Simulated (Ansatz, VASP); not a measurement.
# One calculation of ZnSe, two programs

```xyz
2
Lattice="0.0000 2.8338 2.8338 2.8338 0.0000 2.8338 2.8338 2.8338 0.0000" Properties=species:S:1:pos:R:3 pbc="T T T"
Zn    0.0000    0.0000    0.0000
Se    1.4169    1.4169    1.4169
```

Alike in both runs: task single point; functional PBEsol; k mesh 3 × 3 × 3; no spin polarisation.

```csv
,VASP,Ansatz
version,VASP 6.6.1,Ansatz 0.2.0
potentials or method,"VASP PAW PBE potentials, release 64 (Zn, Se), cutoff 500 eV",all-electron (LAPW or listed datasets)
occupations,"gaussian, width 0.01 eV",fixed
```

```csv
,VASP,Ansatz,Ansatz less VASP
gap on the k mesh at the Fermi level (eV),1.13,1.13,0.000
pressure (GPa),0.5,0.2,-0.24
```

VASP's potentials were made for PBE, not for PBEsol. Ansatz ran all-electron here, and VASP with PAW potentials.

The k mesh is coarse, so the values compare programs but aren't converged.
